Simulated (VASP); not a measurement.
Write the native input for VASP 6.6.1 that does the following.

* Task: single point
* Functional: PBEsol
* Potentials or basis: VASP PAW PBE potentials, release 64 (Nb_sv)
* Cutoff: 520 eV
* k mesh: 16 × 16 × 16
* Occupations: fermi-dirac, width 0.05 eV
* Spin: no spin polarisation
* Dipole correction: no
* Further INCAR settings: ALGO = Normal; EDIFF = 1e-06; NBANDS = 12

The structure of Nb lies in POSCAR:

```
Nb
1.0
    0.0000000000      1.5981847009      1.5981847009
    1.5981847009      0.0000000000      1.5981847009
    1.5981847009      1.5981847009      0.0000000000
Nb
1
Direct
    0.0000000000      0.0000000000      0.0000000000
```

This cell differs from its parent crystal: volume scaled by 0.45.

These files were run (other wordings do the same):

INCAR

```
SYSTEM = Nb
  PREC = Accurate
  ENCUT = 520
  EDIFF = 1E-6
  ISMEAR = -1
  SIGMA = 0.05
  LREAL = .False.
  LASPH = .True.
  NELM = 60
  ALGO = Normal
  ISIF = 2
  LWAVE = .False.
  LCHARG = .False.
  GGA = PS
  NBANDS = 12
```

KPOINTS

```
Automatic mesh
0
Gamma
  16 16 16
  0 0 0
```

Potentials or basis: VASP PAW PBE potentials, release 64 (Nb_sv).

Command:

```bash
$ cat potpaw_PBE.64/Nb_sv/POTCAR > POTCAR
$ mpirun -np 1 vasp_std > vasp.out
```

Results of the run:

```
Pressure : 561.7 GPa
```

Caveat: the PAW data sets were made with another functional, which shifts forces and pressure a little.

It took 13 s on 1 thread of Intel Xeon 6975P-C, with other jobs on the host, peak memory 0.13 GiB.
